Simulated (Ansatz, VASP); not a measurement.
**Cu: VASP beside Ansatz**

```
CELL_PARAMETERS angstrom
-1.47184 1.47184 1.37956
1.47184 -1.47184 1.37956
1.47922 1.47922 -1.37956
ATOMIC_POSITIONS crystal
Cu 0.00000 0.00000 0.00000
```

Change from the starting cell: strain +0.0050 x Voigt [0, 0, 0, 0, 0, 1], atoms carried along.

Alike in both runs: task single point; functional PBE; k mesh 30 × 30 × 30; occupations gaussian, width 0.15 eV; no spin polarisation.

|  | VASP | Ansatz |
| --- | --- | --- |
| version | VASP 6.6.1 | Ansatz 0.2.0 |
| potentials or method | VASP PAW PBE potentials, release 64 (Cu), cutoff 520 eV | scalar-relativistic, plane waves, PAW |
| valence electrons in the cell | 11 | 19 |

```tsv
	VASP	Ansatz	Ansatz less VASP
gap on the k mesh at the Fermi level (eV)	none	none	-
pressure (GPa)	0.6	0.0	-0.67
traceless stress, the component that is largest in VASP (GPa)	-0.51	-0.51	-0.004
```

A gap of «none» marks a metal or a gap that the smearing closes. VASP's potentials hold 11 valence electrons a cell and Ansatz's 19, so a difference there can come from the potentials and not from the codes.
